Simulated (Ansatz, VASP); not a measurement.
# Two plane-wave programs on BN

INCAR

```
SYSTEM = BN
ALGO = Normal
EDIFF = 1E-6
EDIFFG = -0.002
ENCUT = 520
GGA = PS
IBRION = 2
ISIF = 2
ISMEAR = 0
LASPH = .TRUE.
LCHARG = .FALSE.
LREAL = .FALSE.
LWAVE = .FALSE.
NELM = 100
NSW = 60
PREC = Accurate
SIGMA = 0.02
```

Contents of KPOINTS:

```
k-points
0
G
  9 9 6
  0 0 0
```

POSCAR

```
BN
1.0
    2.5024521521      0.0000000000      0.0000000000
   -1.2512260761      2.1671871355      0.0000000000
    0.0000000000      0.0000000000      4.2124704523
B N
2 2
Direct
    0.3333333333      0.6666666667     -0.0001864914
    0.6666666667      0.3333333333      0.4998135086
    0.3333333333      0.6666666667      0.3741864914
    0.6666666667      0.3333333333      0.8741864914
```

Input for Ansatz:

```yaml
crystal:
  lattice:
    - [2.5024521521, 0.0, 0.0]
    - [-1.2512260761, 2.1671871355, 0.0]
    - [0.0, 0.0, 4.2124704523]
  atoms:
    - { symbol: B, position: [0.3333333333, 0.6666666667, -0.0001864914] }
    - { symbol: B, position: [0.6666666667, 0.3333333333, 0.4998135086] }
    - { symbol: "N", position: [0.3333333333, 0.6666666667, 0.3741864914] }
    - { symbol: "N", position: [0.6666666667, 0.3333333333, 0.8741864914] }
basis:
  ecutwfc: 420
kpoints:
  mp_grid: { grid: [9, 9, 6] }
hamiltonian:
  xc: pbesol
  pseudopotentials: { kind: paw, azcp: { folder: soft_1 } }
scf:
  occupations: { method: gaussian, width: 0.02 }
output:
  forces: true
  stress: true
  eigenvalues: true
relax:
  adjacent_minimum: "off"
  f_tol: 0.002
  max_steps: 40
```

Change from the starting cell: strained cell.

Alike in both runs: task relaxation of the atoms; functional PBEsol; k mesh 9 × 9 × 6; occupations gaussian, width 0.02 eV; no spin polarisation.

|  | VASP | Ansatz |
| --- | --- | --- |
| version | VASP 6.6.1 | Ansatz 0.2.0 |
| potentials or method | VASP PAW PBE potentials, release 64 (B, N), cutoff 520 eV | scalar-relativistic, plane waves, PAW |
| valence electrons in the cell | 16 | 16 |

|  | VASP | Ansatz | Ansatz less VASP |
| --- | --- | --- | --- |
| gap on the k mesh at the Fermi level, each at its own relaxed structure (eV) | 4.78 | 4.80 | +0.018 |

VASP's potentials were made for PBE, not for PBEsol, and Ansatz warns of the same on its side. Ansatz's warnings: stress scf threshold loose.
